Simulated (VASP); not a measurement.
# CuCl2 (I4/mmm) in VASP: a series of runs

The runs below take CuCl2 through single point, with PBEsol.

Program: VASP 6.6.1. These are calculated values, not measurements. Logs are shortened: lines on timing, memory, paths and dates and some standing lists are left out, and cuts for length are marked.

**1. The cell of the first run**

It takes space group I4/mmm (No. 139, tetragonal). The conventional cell has a = 4.540 Å, b = 4.540 Å, c = 13.811 Å, α = 90.00°, β = 90.00°, γ = 90.00°. Cu (site symmetry 4/mmm) has 4 Cl at 2.27 Å within 3.0 Å. Within 3.0 Å of Cl (site symmetry mmm) lie 2 Cu at 2.27 Å.

**2. Single point, PBEsol**

The input, INCAR:

```
  PREC = Accurate
  ENCUT = 520
  EDIFF = 1E-7
  ISMEAR = -1
  SIGMA = 0.05
  LREAL = False
  LASPH = True
  NELM = 60
  ALGO = Normal
  ISIF = 2
  LWAVE = False
  LCHARG = False
  GGA = PS
  NBANDS = 20
```

The input, KPOINTS:

```
regular mesh
0
Gamma
  8 8 8
```

The input, POSCAR:

```
CuCl2
1.0
   -2.2697922763      2.2697922763      6.9053341452
    2.2697922763     -2.2697922763      6.9053341452
    2.2697922763      2.2697922763     -6.9053341452
Cu Cl
1 2
Direct
    0.0000000000      0.0000000000      0.0000000000
    0.0000000000      0.5000000000      0.5000000000
    0.5000000000      0.0000000000      0.5000000000
```

Potentials or basis: VASP PAW PBE potentials, release 64 (Cu, Cl).

Run with:

```sh
> cat potpaw_PBE.64/Cu/POTCAR potpaw_PBE.64/Cl/POTCAR > POTCAR
> mpirun -np 1 vasp_std > vasp.out
```

OUTCAR:

```text
PREC = Accurate
   ENCUT = 520
   EDIFF = 1E-7
   ISMEAR = -1
   LREAL = False
   LASPH = True
   NELM = 60
   ISIF = 2
   GGA = PS

 ion  position               nearest neighbor table
   1  0.000  0.000  0.000-   2 2.27   3 2.27   2 2.27   3 2.27
   2  0.000  0.500  0.500-   1 2.27   1 2.27
   3  0.500  0.000  0.500-   1 2.27   1 2.27

  LATTYP: Found a body centered tetragonal cell.
 ALAT       =     4.5395845526
 C/A-ratio  =     3.0422758141

  Lattice vectors:

 A1 = (  -2.2697922763,   2.2697922763,   6.9053341452)
 A2 = (   2.2697922763,  -2.2697922763,   6.9053341452)
 A3 = (   2.2697922763,   2.2697922763,  -6.9053341452)

Analysis of symmetry for initial positions (statically):
=====================================================================
 Subroutine PRICEL returns:
 Original cell was already a primitive cell.

 Routine SETGRP: Setting up the symmetry group for a
 body centered tetragonal supercell.

 Subroutine GETGRP returns: Found 16 space group operations
 (whereof 16 operations were pure point group operations)
 out of a pool of 16 trial point group operations.

The static configuration has the point symmetry D_4h.

Analysis of symmetry for dynamics (positions and initial velocities):
=====================================================================
 Subroutine PRICEL returns:
 Original cell was already a primitive cell.

 Routine SETGRP: Setting up the symmetry group for a
 body centered tetragonal supercell.

 Subroutine GETGRP returns: Found 16 space group operations
 (whereof 16 operations were pure point group operations)
 out of a pool of 16 trial point group operations.

The dynamic configuration has the point symmetry D_4h.

 Subroutine INISYM returns: Found 16 space group operations
 (whereof 16 operations are pure point group operations),
 and found     1 'primitive' translations

----------------------------------------------------------------------------------------

                                     Primitive cell

  volume of cell :     142.3039

  direct lattice vectors                    reciprocal lattice vectors
    -2.269792276  2.269792276  6.905334145     0.000000000  0.220284475  0.072407792
     2.269792276 -2.269792276  6.905334145     0.220284475  0.000000000  0.072407792
     2.269792276  2.269792276 -6.905334145     0.220284475  0.220284475  0.000000000

  length of vectors
     7.614955917  7.614955917  7.614955917     0.231879577  0.231879577  0.311529292

  position of ions in fractional coordinates (direct lattice)
     0.000000000  0.000000000  0.000000000
     0.000000000  0.500000000  0.500000000
     0.500000000  0.000000000  0.500000000

  ion indices of the primitive-cell ions
   primitive index   ion index
                 1           1
                 2           2
                 3           3

----------------------------------------------------------------------------------------

 KPOINTS: regular mesh

Automatic generation of k-mesh.
 Grid dimensions read from file:
 generate k-points for:    8    8    8

 Generating k-lattice:

  Cartesian coordinates                     Fractional coordinates (reciprocal lattice)
     0.000000000  0.027535559  0.009050974     0.125000000 -0.000000000  0.000000000
     0.027535559  0.000000000  0.009050974    -0.000000000  0.125000000  0.000000000
     0.027535559  0.027535559  0.000000000     0.000000000  0.000000000  0.125000000

  Length of vectors
     0.028984947  0.028984947  0.038941162

  Shift w.r.t. Gamma in fractional coordinates (k-lattice)
     0.000000000  0.000000000  0.000000000

 Subroutine IBZKPT returns following result:
 ===========================================

 Found     59 irreducible k-points:

 Following reciprocal coordinates:
            Coordinates               Weight
  0.000000  0.000000  0.000000      1.000000
  0.125000  0.000000 -0.000000      8.000000
  0.250000  0.000000 -0.000000      8.000000
  0.375000  0.000000 -0.000000      8.000000
  0.500000  0.000000 -0.000000      4.000000
  0.125000  0.125000 -0.000000      8.000000
[... 16 lines left out ...]
  0.250000  0.125000  0.125000     16.000000
  0.375000  0.125000  0.125000      8.000000
 [... further k-points ...]
   k-points           NKPTS =     59   k-points in BZ     NKDIM =     59   number of bands    NBANDS=     20
   number of dos      NEDOS =    301   number of ions     NIONS =      3
   total plane-waves  NPLWV = 216000
   dimension x,y,z NGX =    60 NGY =   60 NGZ =   60
   dimension x,y,z NGXF=   120 NGYF=  120 NGZF=  120
   ions per type =               1   2
   NGX,Y,Z   is equivalent  to a cutoff of  13.10, 13.10, 13.10 a.u.
   NGXF,Y,Z  is equivalent  to a cutoff of  26.20, 26.20, 26.20 a.u.
 SYSTEM =  unknown system
   PREC   = accura    normal or accurate (medium, high low for compatibility)
   ISTART =      0    job   : 0-new  1-cont  2-samecut
   ICHARG =      2    charge: 1-file 2-atom 10-const
   ISPIN  =      1    spin polarized calculation?
   LNONCOLLINEAR =      F non collinear calculations
   LSORBIT =      F    spin-orbit coupling
   LASPH  =      T    aspherical Exc in radial PAW
   ENCUT  =  520.0 eV  38.22 Ry    6.18 a.u.  14.16 14.16 14.16*2*pi/ulx,y,z
   NELM   =     60;   NELMIN=  2; NELMDL= -5     # of ELM steps
   EDIFF  = 0.1E-06   stopping-criterion for ELM
   LREAL  =      F    real-space projection
   EDIFFG = 0.1E-05   stopping-criterion for IOM
   NSW    =      0    number of steps for IOM
   IBRION =     -1    ionic relax: 0-MD 1-quasi-New 2-CG
   NFREE  =      0    steps in history (QN), initial steepest desc. (CG)
   ISIF   =      2    stress and relaxation
   ISYM   =      2    0-nonsym 1-usesym 2-fastsym
   POTIM  = 0.5000    time-step for ionic-motion
   TEBEG  =    0.0;   TEEND  =   0.0 temperature during run
   PSTRESS=    0.0 pullay stress
   NELECT =      25.0000    total number of electrons
   NUPDOWN=      -1.0000    fix difference up-down
   EMIN   =  10.00;   EMAX   =-10.00  energy-range for DOS
   EFERMI =   0.00;   METHOD = LEGACY
   ISMEAR =    -1;   SIGMA  =   0.05  broadening in eV -4-tet -1-fermi 0-gaus
   EFERMI_NEDOS =   21; number of points for ismear=-14 and -15
   IALGO  =     38    algorithm
   IMIX   =      4    mixing-type and parameters
     AMIX     =   0.40;   BMIX     =  1.00
     AMIX_MAG =   1.60;   BMIX_MAG =  1.00
  volume/ion in A,a.u.               =      47.43       320.10
  Fermi-wavevector in a.u.,A,eV,Ry     =   0.916887  1.732665 11.438172  0.840682
  Thomas-Fermi vector in A             =   2.041794
   LORBIT       =      0    0 simple, 1 ext, 2 COOP (PROOUT), +10 PAW based schemes
   GGA     = PS    functional components
   LHFCALC =     F    Hartree Fock is set to
   AEXX    =    0.0000 exact exchange contribution
   IVDW    =     0    specifies the selected vdW correction
   LEPSILON=     F    determine dielectric tensor
   LRPA    =     F    only Hartree local field effects (RPA)
 non-spin polarized calculation
  energy-cutoff  :      520.00
  volume of cell :      142.30
 maximum number of plane-waves:      3850
 NGX is ok and might be reduce to    60
   NGX = 29   NGY = 29   NGZ = 29

 number of electron      25.0000004 magnetization

 Free energy of the ion-electron system (eV)
  ---------------------------------------------------
  ext. energy  EPLUGINS =         0.00000000
  ---------------------------------------------------
  free energy    TOTEN  =        -9.10234588 eV

  energy without entropy =       -9.08600130  energy(sigma->0) =       -9.09417359

 E-fermi :  -3.2303     XC(G=0):  -5.2191

 val. band max:       -3.3009476301   @ k =  -0.3750   0.3750   0.0000
 cond. band min:      -3.1481456922   @ k =   0.3750   0.2500   0.1250
 fundamental gap:      0.1528019380
 Fermi energy:        -3.2302628813

 k-point     1 :       0.0000    0.0000    0.0000
  band No.  band energies     occupation
      1     -17.7304      2.00000
      2     -16.6258      2.00000
      3      -6.9572      2.00000
      4      -6.9572      2.00000
      5      -5.4798      2.00000
      6      -5.1293      2.00000
[... 12 lines left out ...]
     19       7.0390      0.00000
     20       7.2857      0.00000

 k-point     2 :       0.1250    0.0000   -0.0000
  band No.  band energies     occupation
      1     -17.6842      2.00000
      2     -16.6591      2.00000
      3      -7.1839      2.00000
      4      -6.9145      2.00000
      5      -5.5065      2.00000
      6      -5.2324      2.00000
[... 12 lines left out ...]
     19       7.1432      0.00000
     20       7.4337      0.00000

 k-point     3 :       0.2500    0.0000   -0.0000
  band No.  band energies     occupation
      1     -17.5542      2.00000
      2     -16.7579      2.00000
      3      -7.6271      2.00000
      4      -6.7930      2.00000
      5      -5.5723      2.00000
      6      -5.4791      2.00000
[... 12 lines left out ...]
     19       7.4545      0.00000
     20       7.7066      0.00000

 k-point     4 :       0.3750    0.0000   -0.0000
  band No.  band energies     occupation
      1     -17.3675      2.00000
      2     -16.9136      2.00000
      3      -7.9862      2.00000
      4      -6.6219      2.00000
      5      -5.7563      2.00000
      6      -5.6373      2.00000
[... 12 lines left out ...]
     19       7.3723      0.00000
     20       7.9510      0.00000

 k-point     5 :       0.5000    0.0000   -0.0000
  band No.  band energies     occupation
      1     -17.2136      2.00000
      2     -17.0548      2.00000
      3      -8.1189      2.00000
      4      -6.5138      2.00000
      5      -5.9044      2.00000
      6      -5.6636      2.00000
[... 12 lines left out ...]
     19       6.7610      0.00000
     20       7.8387      0.00000

 k-point     6 :       0.1250    0.1250   -0.0000
  band No.  band energies     occupation
      1     -17.6395      2.00000
      2     -16.6882      2.00000
      3      -7.2969      2.00000
      4      -7.0164      2.00000
      5      -5.5243      2.00000
      6      -5.4103      2.00000
[... 12 lines left out ...]
     19       7.1966      0.00000
     20       7.5896      0.00000

 k-point     7 :       0.2500    0.1250   -0.0000
  band No.  band energies     occupation
      1     -17.5144      2.00000
      2     -16.7759      2.00000
      3      -7.7191      2.00000
      4      -6.9866      2.00000
      5      -5.7491      2.00000
      6      -5.5746      2.00000
[... 12 lines left out ...]
     19       7.1125      0.00000
     20       7.8621      0.00000
[... 277 lines left out ...]
 k-point    20 :      -0.3750    0.3750    0.0000
  band No.  band energies     occupation
      1     -17.1419      2.00000
      2     -16.9688      2.00000
      3      -8.7906      2.00000
      4      -7.3365      2.00000
      5      -6.7676      2.00000
      6      -5.6190      2.00000
[... 12 lines left out ...]
     19       6.5365      0.00000
     20       6.8834      0.00000

 k-point    21 :       0.5000    0.5000   -0.0000
  band No.  band energies     occupation
      1     -17.0231      2.00000
      2     -17.0230      2.00000
      3      -9.0992      2.00000
      4      -7.3989      2.00000
      5      -6.9745      2.00000
      6      -5.6317      2.00000
[... 12 lines left out ...]
     19       6.2681      0.00000
     20       6.7466      0.00000

 k-point    22 :       0.1250    0.1250    0.1250
  band No.  band energies     occupation
      1     -17.4044      2.00000
      2     -16.8325      2.00000
      3      -8.0523      2.00000
      4      -7.1778      2.00000
      5      -6.1674      2.00000
      6      -5.5854      2.00000
[... 12 lines left out ...]
     19       6.9957      0.00000
     20       7.8922      0.00000

 k-point    23 :       0.2500    0.1250    0.1250
  band No.  band energies     occupation
      1     -17.2511      2.00000
      2     -16.9317      2.00000
      3      -8.4186      2.00000
      4      -7.2137      2.00000
      5      -6.4710      2.00000
      6      -5.6228      2.00000
[... 12 lines left out ...]
     19       7.0749      0.00000
     20       7.4261      0.00000

 k-point    24 :       0.3750    0.1250    0.1250
  band No.  band energies     occupation
      1     -17.1210      2.00000
      2     -17.0390      2.00000
      3      -8.5636      2.00000
      4      -7.2115      2.00000
      5      -6.5824      2.00000
      6      -5.6470      2.00000
[... 12 lines left out ...]
     19       6.4123      0.00000
     20       7.3993      0.00000

 [... further k-points ...]

------------------------ aborting loop because EDIFF is reached ----------------------------------------

  FORCE on cell =-STRESS in cart. coord.  units (eV):
  Direction    XX          YY          ZZ          XY          YZ          ZX
  --------------------------------------------------------------------------------------
  -------------------------------------------------------------------------------------
  Total       -1.6797194     -1.6797194     -0.0402099      0.0000000      0.0000000      0.0000000
  in kB      -18.9116932    -18.9116932     -0.4527169      0.0000000      0.0000000      0.0000000
  external PRESSURE =     -12.7587011 kB  Pullay stress =       0.0000000 kB

 VOLUME and BASIS-vectors are now :
 -----------------------------------------------------------------------------
  energy-cutoff  :      520.00
  volume of cell :      142.30
      direct lattice vectors                 reciprocal lattice vectors
    -2.269792276  2.269792276  6.905334145     0.000000000  0.220284475  0.072407792
     2.269792276 -2.269792276  6.905334145     0.220284475  0.000000000  0.072407792
     2.269792276  2.269792276 -6.905334145     0.220284475  0.220284475  0.000000000

 POSITION                                       TOTAL-FORCE (eV/Angst)
 -----------------------------------------------------------------------------------
      0.00000      0.00000      0.00000         0.000000      0.000000     -0.000000
      2.26979      0.00000      0.00000         0.000000      0.000000     -0.000000
      0.00000      2.26979      0.00000        -0.000000     -0.000000      0.000000
 -----------------------------------------------------------------------------------
    total drift:                                0.000000     -0.000000     -0.000000

  FREE ENERGIE OF THE ION-ELECTRON SYSTEM (eV)
  ---------------------------------------------------
  free  energy   TOTEN  =        -9.1023458758 eV

  energy  without entropy=       -9.0860013003  energy(sigma->0) =       -9.09417359
```

It took 4 min on 1 thread of Intel Xeon 6975P-C (Granite Rapids), shared host; peak memory 0.52 GiB.

What came out:

```yaml
Free_energy: -9.1023 eV
Pressure: -1.3 GPa
Band_gap_on_the_k_mesh: zero (an odd number of electrons rules out a gap without spin polarisation)
```

Caveat: the PAW data sets were made with another functional, which shifts forces and pressure a little; an odd number of electrons without spin polarisation forces a metal; a magnetic or distorted state may lie lower. With open d or f shells a metallic result of PBEsol can be an artefact of self-interaction; +U or a hybrid may open a gap.

**3. Single point, PBEsol**

This run uses another cell than the first one, of 48.36 Å³/atom.

The input, INCAR:

```
SYSTEM = CuCl2
ALGO     = Normal         ! electronic algorithm
EDIFF    = 1E-6           ! SCF threshold, eV
ENCUT    = 520            ! plane-wave cutoff, eV
GGA      = PS             ! functional
ISIF     = 2              ! what is computed and relaxed
ISMEAR   = -1             ! smearing method
LASPH    = .True.         ! aspherical terms in the spheres
LCHARG   = .False.        ! write CHGCAR
LREAL    = .False.        ! projectors in reciprocal space
LWAVE    = .False.        ! write WAVECAR
NBANDS   = 20             ! bands
NELM     = 100            ! most SCF steps
PREC     = Accurate       ! precision mode
SIGMA    = 0.05           ! smearing width, eV
```

The input, KPOINTS:

```
k-points
0
Gamma
  8 8 8
  0 0 0
```

The input, POSCAR:

```
CuCl2
1.0
   -2.2845316001      2.2845316001      6.9501752337
    2.2845316001     -2.2845316001      6.9501752337
    2.2845316001      2.2845316001     -6.9501752337
Cu Cl
1 2
Direct
    0.0000000000      0.0000000000      0.0000000000
    0.0000000000      0.5000000000      0.5000000000
    0.5000000000      0.0000000000      0.5000000000
```

Potentials or basis: VASP PAW PBE potentials, release 64 (Cu, Cl).

Run with:

```sh
> cat potpaw_PBE.64/Cu/POTCAR potpaw_PBE.64/Cl/POTCAR > POTCAR
> mpirun -np 1 vasp_std > vasp.out
```

It took 3.3 min on 1 thread of Intel Xeon 6975P-C (Granite Rapids), shared host; peak memory 0.55 GiB.

The run converged. Its results:

| Property | Result |
| --- | --- |
| Free energy | -9.0777 eV |
| Pressure | -1.6 GPa |
| Band gap on the k mesh | zero (an odd number of electrons rules out a gap without spin polarisation) |

Stress tensor (GPa, compression positive):
```
-2.36  0.00  0.00
 0.00 -2.36  0.00
 0.00  0.00  0.00
```

Levels at points of the mesh, in eV from the Fermi level:
```tsv
k point	band 11	band 12	band 13	band 14	band 15	band 16
(0.00, 0.00, 0.00)	-0.90	-0.62	-0.62	3.07	5.98	7.93
(0.50, 0.00, 0.00)	-0.55	-0.39	-0.29	6.42	6.54	8.15
(0.50, 0.50, 0.00)	-0.27	0.22	1.84	5.43	8.19	8.37
(0.50, 0.50, 0.50)	-0.90	-0.62	-0.62	3.12	6.27	7.41
```

Caveat: the PAW data sets were made with another functional, which shifts forces and pressure a little; an odd number of electrons without spin polarisation forces a metal; a magnetic or distorted state may lie lower. With open d or f shells a metallic result of PBEsol can be an artefact of self-interaction; +U or a hybrid may open a gap.

**4. Single point, PBEsol**

This run uses another cell than the first one, of 49.29 Å³/atom.

The input, INCAR:

```
PREC = Accurate
ENCUT = 520
EDIFF = 1E-6
ISMEAR = -1
SIGMA = 0.05
LREAL = F
LASPH = T
NELM = 100
ALGO = Normal
ISIF = 2
LWAVE = F
LCHARG = F
GGA = PS
NBANDS = 20
```

The input, KPOINTS:

```
Automatic mesh
0
Gamma
  8 8 8
```

The input, POSCAR:

```
CuCl2
1.0
   -2.2990831492      2.2990831492      6.9944450594
    2.2990831492     -2.2990831492      6.9944450594
    2.2990831492      2.2990831492     -6.9944450594
Cu Cl
1 2
Direct
    0.0000000000      0.0000000000      0.0000000000
    0.0000000000      0.5000000000      0.5000000000
    0.5000000000      0.0000000000      0.5000000000
```

Run with:

```sh
> cat potpaw_PBE.64/Cu/POTCAR potpaw_PBE.64/Cl/POTCAR > POTCAR
> mpirun -np 1 vasp_std > vasp.out
```

Run time: 3.8 min. Hardware: 1 thread of Intel Xeon 6975P-C (Granite Rapids), shared host; peak memory 0.57 GiB.

It converged, with:

* Free energy: -9.0475 eV
* Pressure: -1.9 GPa
* Band gap on the k mesh: zero (an odd number of electrons rules out a gap without spin polarisation)

Stress tensor (GPa, compression positive):
```
-2.82  0.00  0.00
 0.00 -2.82  0.00
 0.00  0.00  0.00
```

Levels at points of the mesh, in eV from the Fermi level:
```csv
k point,band 10,band 11,band 12,band 13,band 14,band 15,band 16,band 17
"(0.00, 0.00, 0.00)",-1.18,-0.87,-0.61,-0.61,3.02,6.03,7.89,8.95
"(0.50, 0.00, 0.00)",-1.25,-0.54,-0.38,-0.28,6.34,6.55,8.16,8.16
"(0.50, 0.50, 0.00)",-0.26,-0.26,0.21,1.78,5.47,8.15,8.29,8.38
"(0.50, 0.50, 0.50)",-1.17,-0.87,-0.61,-0.61,3.07,6.29,7.43,9.75
```

Caveat: the PAW data sets were made with another functional, which shifts forces and pressure a little; an odd number of electrons without spin polarisation forces a metal; a magnetic or distorted state may lie lower. With open d or f shells a metallic result of PBEsol can be an artefact of self-interaction; +U or a hybrid may open a gap.

**5. Overview**

```csv
cell,gap on the mesh (eV),pressure (GPa)
"a = 7.615 Å, angles 145.3, 145.3, 49.9°, 3 atoms",none,-1.3
"a = 7.664 Å, angles 145.3, 145.3, 49.9°, 3 atoms",none,-1.6
"a = 7.713 Å, angles 145.3, 145.3, 49.9°, 3 atoms",none,-1.9
```

Alike in all rows: task single point; level PBEsol; potentials or basis VASP PAW PBE potentials, release 64 (Cu, Cl); no spin polarisation; k mesh 8 × 8 × 8; cutoff (eV) 520; smearing fermi-dirac 0.05 eV.

Caveats: the PAW data sets were made with another functional, which shifts forces and pressure a little; an odd number of electrons without spin polarisation forces a metal; a magnetic or distorted state may lie lower.

Absolute energies hang on the potentials; compare differences alone.

The gap in the log of VASP goes by the Fermi energy; the results here count the filled bands.